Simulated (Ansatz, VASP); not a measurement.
## One calculation of C, two programs

Contents of INCAR:

```
ALGO = Normal ; EDIFF = 1E-6
ENCUT = 520 ; GGA = PE
ISIF = 2 ; ISMEAR = 0
LASPH = True ; LCHARG = False
LREAL = False ; LWAVE = False
NBANDS = 16 ; NELM = 80
PREC = Accurate ; SIGMA = 0.15
```

The input KPOINTS:

```
k-points
0
Gamma
  21 21 6
```

POSCAR

```
C
1.0
    1.2093025697     -2.2692528805      0.0000000000
    1.2093025697      2.2692528805      0.0000000000
    0.0000000000      0.0000000000      9.2500096961
C
4
Direct
    0.0833329406      0.9166670594      0.7503043452
    0.5833329406      0.4166670594      0.2496956548
    0.9166670594      0.0833329406      0.2496956548
    0.4166670594      0.5833329406      0.7503043452
```

Input for Ansatz:

```yaml
crystal:
  lattice:
    - [1.2093025697, -2.2692528805, 0.0]
    - [1.2093025697, 2.2692528805, 0.0]
    - [0.0, 0.0, 9.2500096961]
  atoms:
    - { symbol: C, position: [0.0833329406, 0.9166670594, 0.7503043452] }
    - { symbol: C, position: [0.5833329406, 0.4166670594, 0.2496956548] }
    - { symbol: C, position: [0.9166670594, 0.0833329406, 0.2496956548] }
    - { symbol: C, position: [0.4166670594, 0.5833329406, 0.7503043452] }
basis:
  ecutwfc: 520.0
kpoints:
  mp_grid: { grid: [21, 21, 6] }
hamiltonian:
  xc: pbe
  pseudopotentials: { kind: paw, azcp: { folder: soft_1 } }
scf:
  occupations: { method: gaussian, width: 0.15 }
output:
  forces: true
  stress: true
  eigenvalues: true
  write_density: true
  write_potential: true
  elf: true
  volumetric_format: npy
```

Change from the starting cell: volume 12.692 Å^3 an atom, stretch along a over the lengths across it, relative to the relaxed cell 0.9230.

Alike in both runs: task single point; functional PBE; k mesh 21 × 21 × 6; occupations gaussian, width 0.15 eV; no spin polarisation.

|  | VASP | Ansatz |
| --- | --- | --- |
| version | VASP 6.6.1 | Ansatz 0.2.0 |
| potentials or method | VASP PAW PBE potentials, release 64 (C), cutoff 520 eV | scalar-relativistic, plane waves, PAW |
| valence electrons in the cell | 16 | 16 |

Ansatz gave:

```
gap on the k mesh at the Fermi level (eV)                     : 0.68
least direct gap on the mesh (eV)                             : 0.68
pressure (GPa)                                                : -10.2
traceless stress, the component that is largest in VASP (GPa) : -28.69
rms of the force components (eV/Å)                            : 0.193
```

Q: Which values does VASP return?

A: gap on the k mesh at the Fermi level (eV): 0.68; least direct gap on the mesh (eV): 0.68; pressure (GPa): -9.9; traceless stress, the component that is largest in VASP (GPa): -28.60; rms of the force components (eV/Å): 0.205.

Atom by atom the forces differ by 0.012 eV/Å (rms over components).
